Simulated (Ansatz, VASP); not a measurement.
Two plane-wave programs on Ga2S

INCAR

```
PREC = Accurate
ENCUT = 600
EDIFF = 1E-6
ISMEAR = 0
SIGMA = 0.1
LREAL = False
LASPH = True
NELM = 100
ALGO = Normal
ISIF = 3
LWAVE = False
LCHARG = False
GGA = PE
IBRION = 2
NSW = 100
EDIFFG = -0.01
```

Contents of KPOINTS:

```
Automatic mesh
0
Gamma
  10 10 8
```

The input POSCAR:

```
Ga2S
1.0
    2.1572887648     -3.1444265141      0.0000000000
    2.1572887648      3.1444265141      0.0000000000
    0.0000000000      0.0000000000      4.6043535555
Ga S
2 1
Direct
    0.0000000000      0.5000000000      0.3528412100
    0.5000000000      0.0000000000      0.6471587900
    0.0000000000      0.0000000000      0.0000000000
```

Input for Ansatz:

```yaml
crystal:
  lattice:
    - [2.1572887648, -3.1444265141, 0.0]
    - [2.1572887648, 3.1444265141, 0.0]
    - [0.0, 0.0, 4.6043535555]
  atoms:
    - { symbol: Ga, position: [0.0, 0.5, 0.35284121] }
    - { symbol: Ga, position: [0.5, 0.0, 0.64715879] }
    - { symbol: S, position: [0.0, 0.0, 0.0] }
basis:
  ecutwfc: 420
kpoints:
  mp_grid: { grid: [10, 10, 8] }
hamiltonian:
  xc: pbe
scf:
  occupations: { method: gaussian, width: 0.1 }
output:
  forces: true
  stress: true
  eigenvalues: true
  write_density: true
  write_potential: true
  elf: true
  volumetric_format: npy
relax:
  adjacent_minimum: "off"
  f_tol: 0.01
  max_steps: 80
  cell: { stress_tol: 0.05 }
```

Change from the starting cell: species swapped into the Ta2H type (C222, No. 21).

Alike in both runs: task relaxation of cell and atoms; functional PBE; k mesh 10 × 10 × 8; occupations gaussian, width 0.1 eV; no spin polarisation.

|  | VASP | Ansatz |
| --- | --- | --- |
| version | VASP 6.6.1 | Ansatz 0.2.0 |
| potentials or method | VASP PAW PBE potentials, release 64 (Ga_d, S), cutoff 600 eV | scalar-relativistic, plane waves, PAW |
| valence electrons in the cell | 32 | 32 |

```tsv
	VASP	Ansatz	Ansatz less VASP
gap on the k mesh at the Fermi level, each at its own relaxed structure (eV)	none	none	-
relaxed volume (Å³/atom)	21.05	20.99	-0.057
relaxed length of the cell vector where the two differ most in proportion (Å)	3.731	3.727	-0.0036
```

A gap of «none» marks a metal or a gap that the smearing closes.
